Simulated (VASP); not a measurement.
**Sr: single point with PBEsol**

Crystal: Sr.

```
Sr
1.0
     4.11065    0.00000    0.00000
    -2.05532    3.55992    0.00000
     0.00000    0.00000    6.74095
Sr
2
Direct
  0.33333 0.66667 0.25000
  0.66667 0.33333 0.75000
```

This cell differs from its parent crystal: equal strain along all axes, cell held: -2.0 %.

```yaml
Program: VASP 6.6.1
Task: single point
Functional: PBEsol
Potentials_or_basis: VASP PAW PBE potentials, release 64 (Sr_sv)
Cutoff: 520 eV
k_mesh: 12 × 12 × 8
Occupations: gaussian, width 0.1 eV
Spin: no spin polarisation
Dipole_correction: no
Further_INCAR_settings: ALGO = Fast; EDIFF = 1e-06; NBANDS = 17
```

* Pressure: 0.8 GPa
* Band gap on the k mesh: zero (bands 10 and 11 overlap by 0.19 eV)

Levels at points of the mesh, in eV from the Fermi level:
| k point | band 8 | band 9 | band 10 | band 11 | band 12 | band 13 |
| --- | --- | --- | --- | --- | --- | --- |
| (0.00, 0.00, 0.00) | -18.21 | -3.84 | -1.23 | 0.20 | 2.37 | 2.40 |
| (0.50, 0.00, 0.00) | -18.25 | -1.15 | -0.52 | -0.04 | 0.21 | 1.41 |
| (0.00, 0.00, 0.50) | -18.23 | -2.81 | -2.81 | 1.29 | 1.29 | 2.39 |
| (0.50, 0.00, 0.50) | -18.28 | -0.90 | -0.90 | 0.35 | 0.35 | 1.37 |

It took 3.5 min on 1 thread of Intel Xeon 8259CL, on a shared host, peak memory 0.31 GiB.

Caveat: the cell differs from its parent crystal (equal strain along all axes, cell held: -2.0 %); the PAW data sets were made with another functional, which shifts forces and pressure a little.
